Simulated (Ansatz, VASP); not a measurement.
**One calculation of CdF2, two programs**

```xyz
3
Lattice="0.0000 2.6940 2.6940 2.5930 0.0000 2.6940 2.5930 2.6940 0.0000" Properties=species:S:1:pos:R:3 pbc="T T T"
Cd    0.0000    0.0000    0.0000
F     1.2965    1.3470    1.3470
F     3.8895    4.0410    4.0410
```

Change from the starting cell: strain -0.0375 x Voigt [1, 0, 0, 0, 0, 0], atoms carried along.

Alike in both runs: task single point; functional PBE; k mesh 8 × 8 × 8; occupations gaussian, width 0.05 eV; no spin polarisation.

```csv
,VASP,Ansatz
version,VASP 6.6.1,Ansatz 0.2.0
potentials or method,"VASP PAW PBE potentials, release 64 (Cd, F), cutoff 520 eV","scalar-relativistic, plane waves, PAW"
valence electrons in the cell,26,34
```

Ansatz gave:

- gap on the k mesh at the Fermi level (eV): 3.19
- least direct gap on the mesh (eV): 3.63
- pressure (GPa): 10.4
- traceless stress, the component that is largest in VASP (GPa): 2.90

Estimate VASP's values.

gap on the k mesh at the Fermi level (eV): 3.16; least direct gap on the mesh (eV): 3.60; pressure (GPa): 11.3; traceless stress, the component that is largest in VASP (GPa): 2.86.

With one functional, cell and mesh, what is left measures potentials, basis and numerics. VASP's potentials hold 26 valence electrons a cell and Ansatz's 34, so a difference there can come from the potentials and not from the codes.
